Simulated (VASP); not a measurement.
# Rb2Ag3 (Pm-3m) in VASP: notebook

Runs on Rb2Ag3. Level: PBE. Tasks: single point, relaxation of cell and atoms.

Program: VASP 6.6.1. These are calculated values, not measurements. Logs are shortened: lines on timing, memory, paths and dates and some standing lists are left out, and cuts for length are marked.

**1. The cell of the first run**

The structure is cubic, space group Pm-3m (No. 221). Conventional cell: a = 6.468 Å, b = 6.468 Å, c = 6.468 Å, α = 90.00°, β = 90.00°, γ = 90.00°. Rb (site symmetry m-3m) has 6 Ag at 3.23 Å within 4.3 Å. Ag (site symmetry 4/mmm) has 2 Rb at 3.23 Å within 4.3 Å.

The cell was built from a structure type or drawn by symmetry, and may not be a known phase.

**2. Single point, PBE**

Input file INCAR:

```
SYSTEM = Rb2Ag3
PREC = Accurate
ENCUT = 500
EDIFF = 1E-6
ISMEAR = 0
SIGMA = 0.1
LREAL = .FALSE.
LASPH = .TRUE.
NELM = 120
ALGO = Normal
ISIF = 2
LWAVE = .FALSE.
LCHARG = .TRUE.
GGA = PE
LELF = .TRUE.
LVHAR = .TRUE.
NBANDS = 34
GGA_COMPAT = .FALSE.
```

Input file KPOINTS:

```
regular mesh
0
G
  6 6 6
  0 0 0
```

Input file POSCAR:

```
Rb2Ag3
1.0
    6.4676085406      0.0000000000      0.0000000000
    0.0000000000      6.4676085406      0.0000000000
    0.0000000000      0.0000000000      6.4676085406
Rb Ag
2 3
Direct
    0.0000000000      0.0000000000      0.0000000000
    0.5000000000      0.5000000000      0.5000000000
    0.5000000000      0.0000000000      0.0000000000
    0.0000000000      0.5000000000      0.0000000000
    0.0000000000      0.0000000000      0.5000000000
```

Potentials or basis: VASP PAW PBE potentials, release 64 (Rb_sv, Ag).

Command:

```
cat potpaw_PBE.64/Rb_sv/POTCAR potpaw_PBE.64/Ag/POTCAR > POTCAR
mpirun -np 1 vasp_std > vasp.out
```

OUTCAR:

```text
SYSTEM = Rb2Ag3
   PREC = Accurate
   ENCUT = 500
   EDIFF = 1E-6
   ISMEAR = 0
   LREAL = .FALSE.
   LASPH = .TRUE.
   NELM = 120
   ISIF = 2
   GGA = PE

 ion  position               nearest neighbor table
   1  0.000  0.000  0.000-   3 3.23   4 3.23   5 3.23   5 3.23   4 3.23   3 3.23   2 5.60   2 5.60
                             2 5.60   2 5.60   2 5.60   2 5.60   2 5.60   2 5.60
   2  0.500  0.500  0.500-   3 4.57   4 4.57   5 4.57   3 4.57   4 4.57   3 4.57   5 4.57   3 4.57
                             4 4.57   5 4.57   4 4.57   5 4.57   1 5.60   1 5.60   1 5.60   1 5.60
   3  0.500  0.000  0.000-   1 3.23   1 3.23   2 4.57   2 4.57   2 4.57   2 4.57
   4  0.000  0.500  0.000-   1 3.23   1 3.23   2 4.57   2 4.57   2 4.57   2 4.57
   5  0.000  0.000  0.500-   1 3.23   1 3.23   2 4.57   2 4.57   2 4.57   2 4.57

  LATTYP: Found a simple cubic cell.
 ALAT       =     6.4676085406

  Lattice vectors:

 A1 = (   6.4676085406,   0.0000000000,   0.0000000000)
 A2 = (   0.0000000000,   6.4676085406,   0.0000000000)
 A3 = (   0.0000000000,   0.0000000000,   6.4676085406)

Analysis of symmetry for initial positions (statically):
=====================================================================
 Subroutine PRICEL returns:
 Original cell was already a primitive cell.

 Routine SETGRP: Setting up the symmetry group for a
 simple cubic supercell.

 Subroutine GETGRP returns: Found 48 space group operations
 (whereof 48 operations were pure point group operations)
 out of a pool of 48 trial point group operations.

The static configuration has the point symmetry O_h .

Analysis of symmetry for dynamics (positions and initial velocities):
=====================================================================
 Subroutine PRICEL returns:
 Original cell was already a primitive cell.

 Routine SETGRP: Setting up the symmetry group for a
 simple cubic supercell.

 Subroutine GETGRP returns: Found 48 space group operations
 (whereof 48 operations were pure point group operations)
 out of a pool of 48 trial point group operations.

The dynamic configuration has the point symmetry O_h .

 Subroutine INISYM returns: Found 48 space group operations
 (whereof 48 operations are pure point group operations),
 and found     1 'primitive' translations

----------------------------------------------------------------------------------------

                                     Primitive cell

  volume of cell :     270.5398

  direct lattice vectors                    reciprocal lattice vectors
     6.467608541  0.000000000  0.000000000     0.154616655  0.000000000  0.000000000
     0.000000000  6.467608541  0.000000000     0.000000000  0.154616655  0.000000000
     0.000000000  0.000000000  6.467608541     0.000000000  0.000000000  0.154616655

  length of vectors
     6.467608541  6.467608541  6.467608541     0.154616655  0.154616655  0.154616655

  position of ions in fractional coordinates (direct lattice)
     0.000000000  0.000000000  0.000000000
     0.500000000  0.500000000  0.500000000
     0.500000000  0.000000000  0.000000000
     0.000000000  0.500000000  0.000000000
     0.000000000  0.000000000  0.500000000

  ion indices of the primitive-cell ions
   primitive index   ion index
                 1           1
                 2           2
                 3           3
                 4           4
                 5           5

----------------------------------------------------------------------------------------

 KPOINTS: regular mesh

Automatic generation of k-mesh.
 Grid dimensions read from file:
 generate k-points for:    6    6    6

 Generating k-lattice:

  Cartesian coordinates                     Fractional coordinates (reciprocal lattice)
     0.025769443  0.000000000  0.000000000     0.166666667  0.000000000  0.000000000
     0.000000000  0.025769443  0.000000000     0.000000000  0.166666667  0.000000000
     0.000000000  0.000000000  0.025769443     0.000000000  0.000000000  0.166666667

  Length of vectors
     0.025769443  0.025769443  0.025769443

  Shift w.r.t. Gamma in fractional coordinates (k-lattice)
     0.000000000  0.000000000  0.000000000

 Subroutine IBZKPT returns following result:
 ===========================================

 Found     20 irreducible k-points:

 Following reciprocal coordinates:
            Coordinates               Weight
  0.000000  0.000000  0.000000      1.000000
  0.166667  0.000000  0.000000      6.000000
  0.333333  0.000000  0.000000      6.000000
  0.500000  0.000000  0.000000      3.000000
  0.166667  0.166667  0.000000     12.000000
  0.333333  0.166667  0.000000     24.000000
[... 12 lines left out ...]
  0.500000  0.500000  0.333333      6.000000
  0.500000  0.500000  0.500000      1.000000
   k-points           NKPTS =     20   k-points in BZ     NKDIM =     20   number of bands    NBANDS=     34
   number of dos      NEDOS =    301   number of ions     NIONS =      5
   total plane-waves  NPLWV = 110592
   dimension x,y,z NGX =    48 NGY =   48 NGZ =   48
   dimension x,y,z NGXF=    96 NGYF=   96 NGZF=   96
   ions per type =               2   3
   NGX,Y,Z   is equivalent  to a cutoff of  12.34, 12.34, 12.34 a.u.
   NGXF,Y,Z  is equivalent  to a cutoff of  24.68, 24.68, 24.68 a.u.
 SYSTEM =  Rb2Ag3
   PREC   = accura    normal or accurate (medium, high low for compatibility)
   ISTART =      0    job   : 0-new  1-cont  2-samecut
   ICHARG =      2    charge: 1-file 2-atom 10-const
   ISPIN  =      1    spin polarized calculation?
   LNONCOLLINEAR =      F non collinear calculations
   LSORBIT =      F    spin-orbit coupling
   LASPH  =      T    aspherical Exc in radial PAW
   ENCUT  =  500.0 eV  36.75 Ry    6.06 a.u.  11.79 11.79 11.79*2*pi/ulx,y,z
   NELM   =    120;   NELMIN=  2; NELMDL= -5     # of ELM steps
   EDIFF  = 0.1E-05   stopping-criterion for ELM
   LREAL  =      F    real-space projection
   EDIFFG = 0.1E-04   stopping-criterion for IOM
   NSW    =      0    number of steps for IOM
   IBRION =     -1    ionic relax: 0-MD 1-quasi-New 2-CG
   NFREE  =      0    steps in history (QN), initial steepest desc. (CG)
   ISIF   =      2    stress and relaxation
   ISYM   =      2    0-nonsym 1-usesym 2-fastsym
   POTIM  = 0.5000    time-step for ionic-motion
   TEBEG  =    0.0;   TEEND  =   0.0 temperature during run
   PSTRESS=    0.0 pullay stress
   NELECT =      51.0000    total number of electrons
   NUPDOWN=      -1.0000    fix difference up-down
   EMIN   =  10.00;   EMAX   =-10.00  energy-range for DOS
   EFERMI =   0.00;   METHOD = LEGACY
   ISMEAR =     0;   SIGMA  =   0.10  broadening in eV -4-tet -1-fermi 0-gaus
   EFERMI_NEDOS =   21; number of points for ismear=-14 and -15
   IALGO  =     38    algorithm
   IMIX   =      4    mixing-type and parameters
     AMIX     =   0.40;   BMIX     =  1.00
     AMIX_MAG =   1.60;   BMIX_MAG =  1.00
  volume/ion in A,a.u.               =      54.11       365.14
  Fermi-wavevector in a.u.,A,eV,Ry     =   0.938688  1.773863 11.988566  0.881135
  Thomas-Fermi vector in A             =   2.065925
   LORBIT       =      0    0 simple, 1 ext, 2 COOP (PROOUT), +10 PAW based schemes
   GGA     = PE    functional components
   LHFCALC =     F    Hartree Fock is set to
   AEXX    =    0.0000 exact exchange contribution
   IVDW    =     0    specifies the selected vdW correction
   LEPSILON=     F    determine dielectric tensor
   LRPA    =     F    only Hartree local field effects (RPA)
 non-spin polarized calculation
 Gauss-broadening in eV      SIGMA  =   0.10
  energy-cutoff  :      500.00
  volume of cell :      270.54
 maximum number of plane-waves:      6931
 NGX is ok and might be reduce to    48
   NGX = 23   NGY = 23   NGZ = 23

 number of electron      50.9999967 magnetization

 Free energy of the ion-electron system (eV)
  ---------------------------------------------------
  ext. energy  EPLUGINS =         0.00000000
  ---------------------------------------------------
  free energy    TOTEN  =        -6.82523998 eV

  energy without entropy =       -6.80064853  energy(sigma->0) =       -6.81294425

 E-fermi :  -0.1572     XC(G=0):  -6.5391

 val. band max:       -0.1806949963   @ k =   0.1667   0.1667   0.1667
 cond. band min:      -0.0954162561   @ k =   0.3333   0.1667   0.1667
 fundamental gap:      0.0852787402
 Fermi energy:        -0.1572474906

 k-point     1 :       0.0000    0.0000    0.0000
  band No.  band energies     occupation
      1     -27.9910      2.00000
      2     -27.0270      2.00000
      3     -12.0469      2.00000
      4     -12.0469      2.00000
      5     -12.0469      2.00000
      6     -11.2165      2.00000
[... 26 lines left out ...]
     33       4.5937      0.00000
     34       4.7676      0.00000

 k-point     2 :       0.1667    0.0000    0.0000
  band No.  band energies     occupation
      1     -27.9910      2.00000
      2     -27.0269      2.00000
      3     -12.0476      2.00000
      4     -12.0468      2.00000
      5     -12.0468      2.00000
      6     -11.2270      2.00000
[... 26 lines left out ...]
     33       4.2357      0.00000
     34       4.8616      0.00000

 k-point     3 :       0.3333    0.0000    0.0000
  band No.  band energies     occupation
      1     -27.9910      2.00000
      2     -27.0266      2.00000
      3     -12.0491      2.00000
      4     -12.0467      2.00000
      5     -12.0467      2.00000
      6     -11.2479      2.00000
[... 26 lines left out ...]
     33       4.0614      0.00000
     34       5.0338      0.00000
[... 556 lines left out ...]
 k-point    19 :       0.5000    0.5000    0.3333
  band No.  band energies     occupation
      1     -27.9910      2.00000
      2     -27.0255      2.00000
      3     -12.0492      2.00000
      4     -12.0492      2.00000
      5     -12.0484      2.00000
      6     -11.2600      2.00000
[... 26 lines left out ...]
     33       4.1497      0.00000
     34       5.3755      0.00000

 k-point    20 :       0.5000    0.5000    0.5000
  band No.  band energies     occupation
      1     -27.9910      2.00000
      2     -27.0254      2.00000
      3     -12.0490      2.00000
      4     -12.0490      2.00000
      5     -12.0490      2.00000
      6     -11.2604      2.00000
[... 26 lines left out ...]
     33       4.1462      0.00000
     34       5.8668      0.00000

------------------------ aborting loop because EDIFF is reached ----------------------------------------

  FORCE on cell =-STRESS in cart. coord.  units (eV):
  Direction    XX          YY          ZZ          XY          YZ          ZX
  --------------------------------------------------------------------------------------
  -------------------------------------------------------------------------------------
  Total        0.0492281      0.0492281      0.0492281     -0.0000000      0.0000000     -0.0000000
  in kB        0.2915363      0.2915363      0.2915363     -0.0000000      0.0000000     -0.0000000
  external PRESSURE =       0.2915363 kB  Pullay stress =       0.0000000 kB

 VOLUME and BASIS-vectors are now :
 -----------------------------------------------------------------------------
  energy-cutoff  :      500.00
  volume of cell :      270.54
      direct lattice vectors                 reciprocal lattice vectors
     6.467608541  0.000000000  0.000000000     0.154616655  0.000000000  0.000000000
     0.000000000  6.467608541  0.000000000     0.000000000  0.154616655  0.000000000
     0.000000000  0.000000000  6.467608541     0.000000000  0.000000000  0.154616655

 POSITION                                       TOTAL-FORCE (eV/Angst)
 -----------------------------------------------------------------------------------
      0.00000      0.00000      0.00000         0.000000      0.000000      0.000000
      3.23380      3.23380      3.23380         0.000000      0.000000      0.000000
      3.23380      0.00000      0.00000         0.000000      0.000000      0.000000
      0.00000      3.23380      0.00000         0.000000      0.000000      0.000000
      0.00000      0.00000      3.23380         0.000000      0.000000      0.000000
 -----------------------------------------------------------------------------------
    total drift:                                0.000000      0.000000      0.000000

  FREE ENERGIE OF THE ION-ELECTRON SYSTEM (eV)
  ---------------------------------------------------
  free  energy   TOTEN  =        -6.8252399782 eV

  energy  without entropy=       -6.8006485298  energy(sigma->0) =       -6.81294425
```

It took 2.6 min on 1 thread of Intel Xeon 8259CL, shared host; peak memory 0.4 GiB.

Results:

```
Free energy            : -6.8252 eV
Pressure               : 0.0 GPa
Band gap on the k mesh : zero (an odd number of electrons rules out a gap without spin polarisation)
```

Levels at points of the mesh, in eV from the Fermi level:
```
           k point  band 22  band 23  band 24  band 25  band 26  band 27  band 28  band 29  band 30  band 31
(0.00, 0.00, 0.00)    -3.09    -3.01    -2.17     0.12     0.12     2.41     2.41     2.41     3.99     4.75
(0.50, 0.00, 0.00)    -3.09    -3.05    -1.49    -0.83     0.26     2.82     2.82     2.95     3.04     3.12
(0.50, 0.50, 0.00)    -3.07    -3.07    -0.86    -0.37    -0.37     0.91     2.75     2.97     2.97     3.67
(0.50, 0.50, 0.50)    -3.05    -3.05    -0.13    -0.13    -0.13     1.46     1.46     1.46     1.46     3.19
```

**3. Relaxation of cell and atoms, PBE**

This run uses another cell than the first one, of 34.39 Å³/atom.

Input file INCAR:

```
PREC = Accurate ; ENCUT = 500
EDIFF = 1E-7 ; ISMEAR = 0
SIGMA = 0.1 ; LREAL = False
LASPH = True ; NELM = 120
ALGO = Normal ; ISIF = 3
LWAVE = False ; LCHARG = False
GGA = PE ; IBRION = 2
NSW = 90 ; EDIFFG = -0.04
GGA_COMPAT = False ; NELMIN = 4
```

Input file KPOINTS:

```
regular mesh
0
Gamma
  4 4 4
```

POSCAR: that of step 2 with these lines changed.

```diff
@@ -2,5 +2,5 @@
 1.0
-    6.4676085406      0.0000000000      0.0000000000
-    0.0000000000      6.4676085406      0.0000000000
-    0.0000000000      0.0000000000      6.4676085406
+    5.5604900900      0.0000000000      0.0000000000
+    0.0000000000      5.5604900900      0.0000000000
+    0.0000000000      0.0000000000      5.5604900900
 Rb Ag
```

Potentials or basis: VASP PAW PBE potentials, release 64 (Rb_sv, Ag).

Command:

```
cat potpaw_PBE.64/Rb_sv/POTCAR potpaw_PBE.64/Ag/POTCAR > POTCAR
mpirun -np 1 vasp_std > vasp.out
```

It took 4.2 min on 1 thread of Intel Xeon 8259CL, shared host; peak memory 0.28 GiB.

The run converged. Its results:

* Free energy: -6.7729 eV
* Relaxed volume: 52.81 Å³/atom
* Relaxed cell: a = 6.415 Å, b = 6.415 Å, c = 6.415 Å, α = 90.00°, β = 90.00°, γ = 90.00°
* Space group after relaxing (to 0.1 Å): Pm-3m (No. 221)
* Energy gained by relaxing: 250.1 meV/atom
* Ionic steps: 5
* Pressure after relaxing: 0.0 GPa
* Band gap on the k mesh: zero (an odd number of electrons rules out a gap without spin polarisation)

The path:
| step | energy change (eV) | largest force (eV/Å) | pressure (GPa) | volume (Å³) |
| --- | --- | --- | --- | --- |
| 1 | 0.0000 | 0.0000 | 6.33 | 171.93 |
| 2 | -0.9130 | 0.0000 | 2.35 | 208.00 |
| 3 | -1.2049 | 0.0000 | 0.67 | 240.91 |
| 4 | -1.2478 | 0.0000 | 0.14 | 258.45 |
| 5 | -1.2503 | 0.0000 | 0.01 | 264.03 |

Final structure:
```
Rb Ag
1.0
     6.41529    0.00000    0.00000
     0.00000    6.41529    0.00000
     0.00000    0.00000    6.41529
Rb Ag
2 3
Cartesian
  0.0000 0.0000 0.0000
  3.2076 3.2076 3.2076
  3.2076 0.0000 0.0000
  0.0000 3.2076 0.0000
  0.0000 0.0000 3.2076
```

Levels at points of the mesh, in eV from the Fermi level:
```csv
k point,band 21,band 22,band 23,band 24,band 25,band 26,band 27,band 28,band 29,band 30
"(0.00, 0.00, 0.00)",-3.11,-3.11,-3.02,-2.22,0.12,0.12,2.42,2.42,2.42,4.09
"(0.50, 0.00, 0.00)",-3.11,-3.11,-3.06,-1.52,-0.84,0.27,2.83,2.83,3.04,3.13
"(0.50, 0.50, 0.00)",-3.09,-3.09,-3.08,-0.88,-0.37,-0.37,0.89,2.78,2.97,2.97
"(0.50, 0.50, 0.50)",-3.06,-3.06,-3.06,-0.12,-0.12,-0.12,1.43,1.43,1.43,1.47
```

Caveat: the volume moved by over 15 % at a fixed basis, so the end points are rough.

(Continued in part 2 of 2.)
